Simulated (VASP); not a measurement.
A run of VASP 6.6.1:

File INCAR:

```
PREC     = Accurate       # precision mode
ENCUT    = 520            # plane-wave cutoff, eV
EDIFF    = 1E-8           # SCF threshold, eV
ISMEAR   = -1             # smearing method
SIGMA    = 0.05           # smearing width, eV
LREAL    = F              # projectors in reciprocal space
LASPH    = T              # aspherical terms in the spheres
NELM     = 150            # most SCF steps
ALGO     = Normal         # electronic algorithm
ISIF     = 2              # what is computed and relaxed
LWAVE    = F              # write WAVECAR
LCHARG   = F              # write CHGCAR
ISPIN    = 2              # spin polarisation
MAGMOM   = 2 2            # initial moments
LORBIT   = 11             # projections on sites
LMAXMIX  = 4              # l up to which the mixer works
GGA      = PE             # functional
LEFG     = T            
NBANDS   = 22             # bands
```

The input KPOINTS:

```
regular mesh
0
Gamma
  14 14 8
```

The input POSCAR:

```
Ag
1.0
    2.8730994975      0.0000000000      0.0000000000
   -1.4365497487      2.4881771524      0.0000000000
    0.0000000000      0.0000000000      4.9816000000
Ag
2
Direct
    0.3333333333      0.6666666667      0.2500000000
    0.6666666667      0.3333333333      0.7500000000
```

Potentials or basis: VASP PAW PBE potentials, release 64 (Ag).

Launch:

```console
$ cat potpaw_PBE.64/Ag/POTCAR > POTCAR
$ mpirun -np 1 vasp_std > vasp.out
```

Hardware: 1 thread of Intel(R) Xeon(R) 6975P-C (Granite Rapids) (shared host).

Problem. How long does it take, and how much memory?

Solution. It took 70 s on 1 thread of Intel(R) Xeon(R) 6975P-C (Granite Rapids) (shared host), peak memory 0.26 GiB. Counts: scf iterations 18, k points 120.
